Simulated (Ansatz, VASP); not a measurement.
Two plane-wave programs on AsRu3

```
CELL_PARAMETERS angstrom
3.84695 0.00000 0.00000
0.00000 3.84695 0.00000
0.00000 0.00000 3.84695
ATOMIC_POSITIONS crystal
As 0.00000 0.00000 0.00000
Ru 0.00000 0.50000 0.50000
Ru 0.50000 0.00000 0.50000
Ru 0.50000 0.50000 0.00000
```

Alike in both runs: functional PBE; k mesh 4 × 4 × 4; occupations gaussian, width 0.1 eV; no spin polarisation.

Ansatz relaxed the structure, and its values are those at the end. VASP's run is a single point on that final structure, the one shown.

|  | VASP | Ansatz |
| --- | --- | --- |
| version | VASP 6.6.1 | Ansatz 0.2.0 |
| potentials or method | VASP PAW PBE potentials, release 64 (As, Ru_pv), cutoff 520 eV | scalar-relativistic, plane waves, PAW |
| valence electrons in the cell | 47 | 63 |

|  | VASP | Ansatz | Ansatz less VASP |
| --- | --- | --- | --- |
| gap on the k mesh at the Fermi level (eV) | none | none | - |
| pressure (GPa) | -0.2 | -0.3 | -0.08 |

A gap of «none» marks a metal or a gap that the smearing closes. VASP's potentials hold 47 valence electrons a cell and Ansatz's 63, so a difference there can come from the potentials and not from the codes.

The k mesh is coarse, so the values compare programs but aren't converged.
